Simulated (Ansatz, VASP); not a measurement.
ZnS: VASP beside Ansatz

File INCAR:

```
SYSTEM = ZnS
  ALGO = Normal
  EDIFF = 1E-6
  ENCUT = 520
  GGA = PE
  ISIF = 2
  ISMEAR = 0
  LASPH = .TRUE.
  LCHARG = .FALSE.
  LREAL = .FALSE.
  LWAVE = .FALSE.
  NBANDS = 16
  NELM = 60
  PREC = Accurate
  SIGMA = 0.02
```

File KPOINTS:

```
k-points
0
G
  10 10 10
  0 0 0
```

File POSCAR:

```
ZnS
1.0
    0.0300486615      2.6168029680      2.6437683285
    2.6200755945      0.0182563875      2.6555606025
    2.6441199330      2.6526395805     -0.0057879510
Zn S
1 1
Direct
   -0.0157340136     -0.0210470856      0.0183923983
    0.7657340136      0.7710470856      0.7316076017
```

Input for Ansatz:

```yaml
crystal:
  lattice:
    - [0.0300486615, 2.616802968, 2.6437683285]
    - [2.6200755945, 0.0182563875, 2.6555606025]
    - [2.644119933, 2.6526395805, -0.005787951]
  atoms:
    - { symbol: Zn, position: [-0.0157340136, -0.0210470856, 0.0183923983] }
    - { symbol: S, position: [0.7657340136, 0.7710470856, 0.7316076017] }
basis:
  ecutwfc: 420
kpoints:
  mp_grid: { grid: [10, 10, 10] }
hamiltonian:
  xc: pbe
scf:
  occupations: { method: gaussian, width: 0.02 }
output:
  forces: true
  stress: true
  eigenvalues: true
  populations: true
```

Change from the starting cell: all atoms moved at random, cell strained at random.

Alike in both runs: task single point; functional PBE; k mesh 10 × 10 × 10; occupations gaussian, width 0.02 eV; no spin polarisation.

|  | VASP | Ansatz |
| --- | --- | --- |
| version | VASP 6.6.1 | Ansatz 0.2.0 |
| potentials or method | VASP PAW PBE potentials, release 64 (Zn, S), cutoff 520 eV | scalar-relativistic, plane waves, PAW |
| valence electrons in the cell | 18 | 18 |

VASP gave:

| Item | Value |
| --- | --- |
| gap on the k mesh at the Fermi level (eV) | 2.33 |
| least direct gap on the mesh (eV) | 2.33 |
| pressure (GPa) | 10.0 |
| traceless stress, the component that is largest in VASP (GPa) | 5.78 |
| rms of the force components (eV/Å) | 0.734 |

Question: Estimate Ansatz's values.

Answer: gap on the k mesh at the Fermi level (eV): 2.32; least direct gap on the mesh (eV): 2.32; pressure (GPa): 9.8; traceless stress, the component that is largest in VASP (GPa): 5.71; rms of the force components (eV/Å): 0.730.

Atom by atom the forces differ by 0.005 eV/Å (rms over components).
